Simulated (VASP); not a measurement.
Set up this calculation in VASP 6.6.1, as the native input.

* Task: single point
* Functional: PBEsol
* Potentials or basis: VASP PAW PBE potentials, release 64 (Ta_pv, N)
* Cutoff: 520 eV
* k mesh: 12 × 12 × 8
* Occupations: gaussian, width 0.15 eV
* Spin: no spin polarisation
* Dipole correction: no
* Further INCAR settings: ALGO = Normal; EDIFF = 1e-06; NBANDS = 50

The structure of Ta2N lies in POSCAR:

```
Ta2N
1.0
    5.1061746481      0.0000000000      0.0000000000
   -2.5530873241      4.4220769614      0.0000000000
    0.0000000000      0.0000000000      4.8389133800
Ta N
6 3
Direct
    0.6668041018      0.6668041018      0.7527922856
    0.0000000000      0.3331958982      0.7527922856
    0.3331958982      0.0000000000      0.7527922856
    0.3331958982      0.3331958982      0.2472077144
    0.0000000000      0.6668041018      0.2472077144
    0.6668041018      0.0000000000      0.2472077144
    0.6666666667      0.3333333333      0.5000000000
    0.3333333333      0.6666666667      0.5000000000
    0.0000000000      0.0000000000      0.0000000000
```

This cell differs from its parent crystal: strain -0.030 along x and y, -0.015 along z.

These files were run (other wordings do the same):

INCAR

```
PREC = Accurate
ENCUT = 520
EDIFF = 1E-6
ISMEAR = 0
SIGMA = 0.15
LREAL = F
LASPH = T
NELM = 100
ALGO = Normal
ISIF = 2
LWAVE = F
LCHARG = F
GGA = PS
NBANDS = 50
```

KPOINTS

```
Automatic mesh
0
Gamma
  12 12 8
```

Potentials or basis: VASP PAW PBE potentials, release 64 (Ta_pv, N).

Launch:

```sh
$ cat potpaw_PBE.64/Ta_pv/POTCAR potpaw_PBE.64/N/POTCAR > POTCAR
$ mpirun -np 1 vasp_std > vasp.out
```

It gave:

```
Pressure               : 28.0 GPa
Largest force          : 0.215 eV/Å
Band gap on the k mesh : zero (an odd number of electrons rules out a gap without spin polarisation)
```

Caveat: the cell differs from its parent crystal (strain -0.030 along x and y, -0.015 along z); the cell stands under pressure; the PAW data sets were made with another functional, which shifts forces and pressure a little; spin-orbit coupling is left out, which moves the levels of the heavy elements.

Wall time 9.8 min on 1 thread of Intel(R) Xeon(R) Platinum 8488C (Sapphire Rapids), on a shared host, peak memory 0.59 GiB.
